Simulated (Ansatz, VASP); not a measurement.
## SnO: VASP beside Ansatz

Contents of INCAR:

```
ALGO = Normal
EDIFF = 1E-6
ENCUT = 520
GGA = PE
ISIF = 2
ISMEAR = 0
LASPH = True
LCHARG = False
LREAL = False
LWAVE = False
NBANDS = 50
NELM = 80
PREC = Accurate
SIGMA = 0.01
```

File KPOINTS:

```
k-points
0
Gamma
  9 9 2
```

File POSCAR:

```
SnO
1.0
    3.4262719303      0.0000000000      0.0000000000
   -1.7131359652      2.9672385319      0.0000000000
    0.0000000000      0.0000000000     18.6722978627
Sn O
4 4
Direct
    0.0000000000      0.0000000000     -0.0025535870
    0.3333333333      0.6666666667      0.2469154341
    0.0000000000      0.0000000000      0.4974464130
    0.6666666667      0.3333333333      0.7469154341
    0.0000000000      0.0000000000      0.1900538282
    0.3333333333      0.6666666667      0.4405843247
    0.0000000000      0.0000000000      0.6900538282
    0.6666666667      0.3333333333      0.9405843247
```

Input for Ansatz:

```yaml
crystal:
  lattice:
    - [3.4262719303, 0.0, 0.0]
    - [-1.7131359652, 2.9672385319, 0.0]
    - [0.0, 0.0, 18.6722978627]
  atoms:
    - { symbol: Sn, position: [0.0, 0.0, -0.002553587] }
    - { symbol: Sn, position: [0.3333333333, 0.6666666667, 0.2469154341] }
    - { symbol: Sn, position: [0.0, 0.0, 0.497446413] }
    - { symbol: Sn, position: [0.6666666667, 0.3333333333, 0.7469154341] }
    - { symbol: O, position: [0.0, 0.0, 0.1900538282] }
    - { symbol: O, position: [0.3333333333, 0.6666666667, 0.4405843247] }
    - { symbol: O, position: [0.0, 0.0, 0.6900538282] }
    - { symbol: O, position: [0.6666666667, 0.3333333333, 0.9405843247] }
kpoints:
  mp_grid: { grid: [9, 9, 2] }
hamiltonian:
  xc: pbe
scf:
  occupations: { method: fixed }
  n_extra_bands: 6
output:
  forces: true
  stress: true
  eigenvalues: true
```

Alike in both runs: task single point; functional PBE; k mesh 9 × 9 × 2; no spin polarisation.

|  | VASP | Ansatz |
| --- | --- | --- |
| version | VASP 6.6.1 | Ansatz 0.2.0 |
| potentials or method | VASP PAW PBE potentials, release 64 (Sn_d, O) | plane waves, PAW |
| plane-wave cutoff (eV) | 520 | 420 |
| occupations | gaussian, width 0.01 eV | fixed |
| valence electrons in the cell | 80 | 80 |

```csv
,VASP,Ansatz,Ansatz less VASP
gap on the k mesh at the Fermi level (eV),1.53,1.55,+0.023
pressure (GPa),-2.9,-3.0,-0.12
"traceless stress, the component that is largest in VASP (GPa)",0.74,0.82,+0.083
rms of the force components (eV/Å),0.252,0.281,+0.0287
```

Atom by atom the forces differ by 0.029 eV/Å (rms over components).
